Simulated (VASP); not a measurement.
SiB4Mo:

```xyz
6
Lattice="3.1151 -3.6056 0.0000 3.1151 3.6056 0.0000 0.0000 0.0000 3.3332" Properties=species:S:1:pos:R:3 pbc="T T T"
Si    0.0000    0.0000    1.6666
B     0.9587    1.0050    0.0000
B     5.2715   -1.0050    0.0000
B     0.9587   -1.0050    0.0000
B     5.2715    1.0050    0.0000
Mo    3.1151    0.0000    0.0000
```

The cell was built from a structure type or drawn by symmetry, and may not be a known phase.

```yaml
Program: VASP 6.6.1
Task: relaxation of cell and atoms
Functional: PBE
Potentials_or_basis: VASP PAW PBE potentials, release 64 (Si, B, Mo_sv)
Cutoff: 600 eV
k_mesh: 4 × 4 × 6
Occupations: gaussian, width 0.1 eV
Spin: no spin polarisation
```

At the start: pressure -25.2 GPa; volume 12.48 Å³/atom.

Problem. How do energy, volume and symmetry change on relaxing?

Solution. Over 14 steps the energy falls by 570.8 meV/atom and the volume is 10.31 Å³/atom (-17.4 %); space group Cmmm (No. 65, to 0.1 Å) before and after.

The path:
```csv
step,energy change (eV),largest force (eV/Å),pressure (GPa),volume (Å³)
1,0.0000,1.9374,-25.17,74.88
2,-1.6430,2.6869,33.60,55.32
3,-2.1319,2.6809,7.05,60.47
4,-3.0196,1.4857,12.93,59.39
5,-3.0226,1.3882,12.45,59.44
6,-3.1166,2.7836,-6.27,65.13
7,-3.3677,0.8135,0.52,62.49
8,-3.3620,1.1121,-4.69,63.51
9,-3.4088,0.1762,-2.19,62.99
10,-3.4240,0.0887,-0.47,62.15
11,-3.4241,0.0965,-0.32,62.08
12,-3.4246,0.1207,0.18,61.90
13,-3.4248,0.0732,0.01,61.96
14,-3.4251,0.0216,0.22,61.88
```

Final structure:
```
CELL_PARAMETERS angstrom
2.75718 -3.55802 0.00000
2.75718 3.55802 0.00000
0.00000 0.00000 3.15402
ATOMIC_POSITIONS crystal
Si 0.00000 0.00000 0.50000
B 0.96780 0.31855 0.00000
B 0.03220 0.68145 0.00000
B 0.31855 0.96780 0.00000
B 0.68145 0.03220 0.00000
Mo 0.50000 0.50000 0.00000
```

Caveat: the volume moved by over 15 % at a fixed basis, so the end points are rough.
